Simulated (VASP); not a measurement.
Si3IrRu: relaxation of cell and atoms with PBE

The system is Si3IrRu.

```
Si Ru Ir
1.0
     3.60000    0.00000    0.00000
    -1.80000    3.11769    0.00000
     0.00000    0.00000   12.40000
Si Ru Ir
6 2 2
Direct
  0.66667 0.33333 0.43000
  0.66667 0.33333 0.07000
  0.00000 0.00000 0.25000
  0.33333 0.66667 0.57000
  0.33333 0.66667 0.93000
  0.00000 0.00000 0.75000
  0.33333 0.66667 0.35700
  0.66667 0.33333 0.85700
  0.33333 0.66667 0.14300
  0.66667 0.33333 0.64300
```

```
Program                : VASP 6.6.1
Task                   : relaxation of cell and atoms
Functional             : PBE
Potentials or basis    : VASP PAW PBE potentials, release 64 (Si, Ru_pv, Ir)
Cutoff                 : 600 eV
k mesh                 : 5 × 5 × 2
Occupations            : gaussian, width 0.2 eV
Spin                   : no spin polarisation
Dipole correction      : no
Further INCAR settings : ALGO = Normal; EDIFF = 1e-06; IBRION = 2; EDIFFG = -0.08; NSW = 36; ISIF = 3
```

```yaml
Relaxed_volume: 15.24 Å³/atom
Relaxed_cell: a = 3.738 Å, b = 3.738 Å, c = 12.597 Å, α = 90.00°, β = 90.00°, γ = 120.00°
Space_group_after_relaxing_to_0.1_Å: P6_3mc (No. 186)
Energy_gained_by_relaxing: 199.8 meV/atom
Ionic_steps: 11
Pressure_after_relaxing: 0.4 GPa
Largest_force_after_relaxing: 0.079 eV/Å
Band_gap_on_the_k_mesh: zero (bands 35 and 36 overlap by 2.03 eV)
```

Forces on the atoms (eV/Å):
```
Si   0.000  0.000  0.005
Si   0.000  0.000  0.045
Si   0.000  0.000 -0.066
Si   0.000  0.000  0.045
Si   0.000  0.000  0.005
Si   0.000  0.000 -0.066
Ru   0.000  0.000 -0.062
Ru   0.000  0.000 -0.062
Ir   0.000  0.000  0.079
Ir   0.000  0.000  0.079
```

Stress tensor (GPa, compression positive):
```
0.54 0.00 0.00
0.00 0.54 0.00
0.00 0.00 0.21
```

The path:
```tsv
step	energy change (eV)	largest force (eV/Å)	pressure (GPa)	volume (Å³)
1	0.0000	3.2584	25.88	139.17
2	1.5468	0.8635	-24.54	189.46
3	-1.5844	1.2621	-4.04	157.31
4	-1.5903	1.3424	-2.85	156.28
5	-1.5903	1.3708	-2.43	155.93
6	-1.9046	0.7256	-0.28	153.34
7	-1.9607	0.2771	1.76	151.72
8	-1.9613	0.3248	1.52	151.89
9	-1.9872	0.1535	-1.79	154.34
10	-1.9913	0.0964	-0.91	153.67
11	-1.9982	0.0786	0.43	152.43
```

Final structure:
```
Si Ru Ir
1.0
     3.73799    0.00000    0.00000
    -1.86899    3.23719    0.00000
     0.00000    0.00000   12.59707
Si Ru Ir
6 2 2
Direct
  0.66667 0.33333 0.44287
  0.66667 0.33333 0.05529
  0.00000 0.00000 0.24957
  0.33333 0.66667 0.55529
  0.33333 0.66667 0.94287
  0.00000 0.00000 0.74957
  0.33333 0.66667 0.36143
  0.66667 0.33333 0.86143
  0.33333 0.66667 0.14084
  0.66667 0.33333 0.64084
```

Levels at points of the mesh, in eV from the Fermi level:
| k point | band 30 | band 31 | band 32 | band 33 | band 34 | band 35 | band 36 | band 37 | band 38 | band 39 |
| --- | --- | --- | --- | --- | --- | --- | --- | --- | --- | --- |
| (0.00, 0.00, 0.00) | -1.51 | -1.51 | -1.50 | 0.78 | 0.78 | 1.17 | 2.20 | 2.62 | 3.11 | 3.11 |
| (0.00, 0.00, 0.50) | -1.74 | -1.74 | -1.74 | 1.22 | 1.22 | 1.65 | 1.65 | 1.65 | 1.65 | 3.42 |

It took 23 min on 1 thread of Intel Xeon 8259CL (shared host), peak memory 0.34 GiB.

Caveat: the k points lie up to 0.39 Å⁻¹ apart in the final cell, too coarse for converged energies and pressures of a metal; spin-orbit coupling is left out, which moves the levels of the heavy elements; the relaxation stopped at a loose force limit of 0.08 eV/Å, so its end isn't a converged minimum.
